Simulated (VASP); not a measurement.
MoH3:

```
H Mo
1.0
     2.68117    0.00000    0.00000
     0.00000    4.16827    0.00000
     0.00000    0.00000    4.55159
H Mo
3 1
Direct
  0.00000 0.00000 0.66878
  0.00000 0.50000 0.32565
  0.50000 0.50000 0.83781
  0.50000 0.00000 0.16776
```

| Item | Value |
| --- | --- |
| Program | VASP 6.6.1 |
| Task | relaxation of cell and atoms |
| Functional | PBE |
| Potentials or basis | VASP PAW PBE potentials, release 64 (H, Mo_sv) |
| Cutoff | 600 eV |
| k mesh | 6 × 4 × 4 |
| Occupations | gaussian, width 0.1 eV |
| Spin | no spin polarisation |

At the start: pressure -27.0 GPa; volume 12.72 Å³/atom.

Question: How do energy, volume and symmetry change on relaxing?

Answer: Over 30 steps the energy falls by 1236.0 meV/atom and the volume is 6.14 Å³/atom (-51.8 %); space group Pmm2 (No. 25, to 0.05 Å).

The path:
| step | energy change (eV) | largest force (eV/Å) | pressure (GPa) | volume (Å³) |
| --- | --- | --- | --- | --- |
| 1 | 0.0000 | 1.3735 | -26.97 | 50.87 |
| 2 | -2.7095 | 1.2849 | -22.97 | 36.64 |
| 3 | -3.6840 | 0.8297 | -3.48 | 29.38 |
| 4 | -3.7384 | 0.5833 | 11.72 | 26.88 |
| 5 | -3.7465 | 0.6850 | 5.85 | 27.72 |
| 6 | -4.2361 | 1.2942 | 12.81 | 25.90 |
| 7 | -4.2387 | 1.2055 | 12.19 | 25.97 |
| 8 | -4.5321 | 0.7276 | -6.70 | 27.68 |
| 9 | -4.5514 | 0.5884 | -11.34 | 28.25 |
| 10 | -4.7554 | 0.4971 | -8.92 | 26.88 |
| 11 | -4.8625 | 0.4101 | 0.24 | 24.88 |
| 12 | -4.9075 | 0.2289 | 0.03 | 24.75 |
| 13 | -4.9261 | 0.1821 | 0.19 | 24.62 |
| 14 | -4.9201 | 0.0616 | 1.54 | 24.37 |
| 15 | -4.9304 | 0.1287 | 0.57 | 24.51 |
| 16 | -4.9305 | 0.1362 | 0.56 | 24.53 |
| 17 | -4.9341 | 0.0896 | -0.77 | 24.67 |
| 18 | -4.9352 | 0.0514 | -2.13 | 24.83 |
| 19 | -4.9367 | 0.0496 | -1.61 | 24.76 |
| 20 | -4.9377 | 0.0440 | -0.83 | 24.66 |
| 21 | -4.9378 | 0.0466 | -0.67 | 24.63 |
| 22 | -4.9387 | 0.0453 | -0.12 | 24.57 |
| 23 | -4.9400 | 0.0463 | 1.00 | 24.42 |
| 24 | -4.9401 | 0.0472 | 1.56 | 24.35 |
| 25 | -4.9407 | 0.0452 | 1.46 | 24.36 |
| 26 | -4.9423 | 0.0382 | 1.18 | 24.38 |
| 27 | -4.9423 | 0.0405 | 0.73 | 24.43 |
| 28 | -4.9428 | 0.0291 | 0.89 | 24.41 |
| 29 | -4.9435 | 0.0282 | 0.37 | 24.47 |
| 30 | -4.9440 | 0.0272 | -0.23 | 24.54 |

Final structure:
```yaml
crystal:
  lattice:
    - [2.85377, 0.00000, 0.00000]
    - [0.00000, 2.92342, 0.00000]
    - [0.00000, 0.00000, 2.94150]
  atoms:
    - { symbol: H, position: [0.00000, 0.00000, 0.74735] }
    - { symbol: H, position: [0.00000, 0.50000, 0.25622] }
    - { symbol: H, position: [0.50000, 0.50000, 0.75751] }
    - { symbol: Mo, position: [0.50000, 0.00000, 0.23891] }
```

Caveat: the k points lie up to 0.54 Å⁻¹ apart in the final cell; the volume moved by over 15 % at a fixed basis, so the end points are rough.
